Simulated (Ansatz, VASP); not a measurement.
# One calculation of AgSn2SeI3, two programs

```
CELL_PARAMETERS angstrom
5.27443 0.00000 0.00000
0.00000 5.27443 0.00000
0.00000 0.00000 10.21798
ATOMIC_POSITIONS crystal
Ag 0.50000 0.50000 0.81455
Sn 0.50000 0.00000 0.69453
Sn 0.00000 0.50000 0.69453
Se 0.00000 0.00000 0.20905
I 0.50000 0.00000 0.07592
I 0.00000 0.50000 0.07592
I 0.50000 0.50000 0.05610
```

Alike in both runs: task relaxation of cell and atoms; functional PBE; k mesh 2 × 2 × 2; occupations gaussian, width 0.15 eV; no spin polarisation.

|  | VASP | Ansatz |
| --- | --- | --- |
| version | VASP 6.6.1 | Ansatz 0.2.0 |
| potentials or method | VASP PAW PBE potentials, release 64 (Ag, Sn_d, Se, I), cutoff 600 eV | scalar-relativistic, plane waves, PAW |
| valence electrons in the cell | 66 | 114 |

|  | VASP | Ansatz | Ansatz less VASP |
| --- | --- | --- | --- |
| gap on the k mesh at the Fermi level, each at its own relaxed structure (eV) | none | none | - |
| relaxed volume (Å³/atom) | 39.42 | 45.62 | +6.199 |
| relaxed length of the cell vector where the two differ most in proportion (Å) | 7.507 | 8.732 | +1.2253 |

A gap of «none» marks a metal or a gap that the smearing closes. One of these differences is far larger than is usual between the two programs; its cause wasn't traced. VASP's potentials hold 66 valence electrons a cell and Ansatz's 114, so a difference there can come from the potentials and not from the codes.

The k mesh is coarse, so the values compare programs but aren't converged. Neither program's run includes spin-orbit coupling.
